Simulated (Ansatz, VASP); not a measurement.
**One calculation of CdI2, two programs**

POSCAR

```
CdI2
1.0
    4.3107138579      0.0000000000      0.0000000000
   -2.1553569289      3.7331877094      0.0000000000
    0.0000000000      0.0000000000      6.9984505437
Cd I
1 2
Direct
    0.0000000000      0.0000000000      0.0000000000
    0.3333333333      0.6666666667      0.2429773643
    0.6666666667      0.3333333333      0.7570226357
```

The input INCAR.step1:

```
PREC = Accurate
ENCUT = 550
ISMEAR = 0
SIGMA = 0.01
LREAL = False
LASPH = True
NELM = 120
NBANDS = 20
GGA = PE
ALGO = Normal
EDIFF = 1E-5
LWAVE = True
LCHARG = False
GGA_COMPAT = False
```

File INCAR.step2:

```
PREC = Accurate
ENCUT = 550
EDIFF = 1E-6
ISMEAR = 0
SIGMA = 0.01
LREAL = False
LASPH = True
NELM = 120
ALGO = Normal
ISIF = 2
LWAVE = False
LCHARG = False
METAGGA = R2SCAN
LMIXTAU = True
NBANDS = 20
ISTART = 1
GGA_COMPAT = False
```

File KPOINTS:

```
Automatic mesh
0
Gamma
  12 12 4
```

Input for Ansatz:

```yaml
crystal:
  lattice:
    - [4.3107138579, 0.0, 0.0]
    - [-2.1553569289, 3.7331877094, 0.0]
    - [0.0, 0.0, 6.9984505437]
  atoms:
    - { symbol: Cd, position: [0.0, 0.0, 0.0] }
    - { symbol: I, position: [0.3333333333, 0.6666666667, 0.2429773643] }
    - { symbol: I, position: [0.6666666667, 0.3333333333, 0.7570226357] }
kpoints:
  mp_grid: { grid: [12, 12, 4] }
  band_path:
    path:
      - [0.0, 0.0, 0.0]
      - [0.5, 0.0, 0.0]
      - [0.3333333333, 0.3333333333, 0.0]
      - [0.0, 0.0, 0.5]
      - [0.5, 0.0, 0.5]
      - [0.3333333333, 0.3333333333, 0.5]
      - [0.0, 0.140625, -0.177083]
      - [0.0, -0.460938, -0.361979]
    npoints: 1
hamiltonian:
  xc: r2scan
scf:
  occupations: { method: fixed }
  n_extra_bands: 4
output:
  forces: true
  stress: true
  eigenvalues: true
  write_density: true
  write_potential: true
  elf: true
  volumetric_format: npy
```

Change from the starting cell: hydrostatic strain +1.5%.

Alike in both runs: task single point; functional r2SCAN; k mesh 12 × 12 × 4; no spin polarisation.

|  | VASP | Ansatz |
| --- | --- | --- |
| version | VASP 6.6.1 | Ansatz 0.2.0 |
| potentials or method | VASP PAW PBE potentials, release 64 (Cd, I) | plane waves, PAW |
| plane-wave cutoff (eV) | 550 | 500 |
| occupations | gaussian, width 0.01 eV | fixed |
| valence electrons in the cell | 26 | 54 |

VASP gave:

| Property | Result |
| --- | --- |
| gap on the k mesh at the Fermi level (eV) | 2.86 |
| pressure (GPa) | 0.1 |
| traceless stress, the component that is largest in VASP (GPa) | 0.30 |
| rms of the force components (eV/Å) | 0.009 |

Problem. What did Ansatz give for the same quantities?

Solution. gap on the k mesh at the Fermi level (eV): 2.87; pressure (GPa): 0.0; traceless stress, the component that is largest in VASP (GPa): 0.31; rms of the force components (eV/Å): 0.001.

VASP's potentials were made for PBE, not for r2SCAN. Atom by atom the forces differ by 0.010 eV/Å (rms over components). VASP's potentials hold 26 valence electrons a cell and Ansatz's 54, so a difference there can come from the potentials and not from the codes.

Spin-orbit coupling is off throughout.
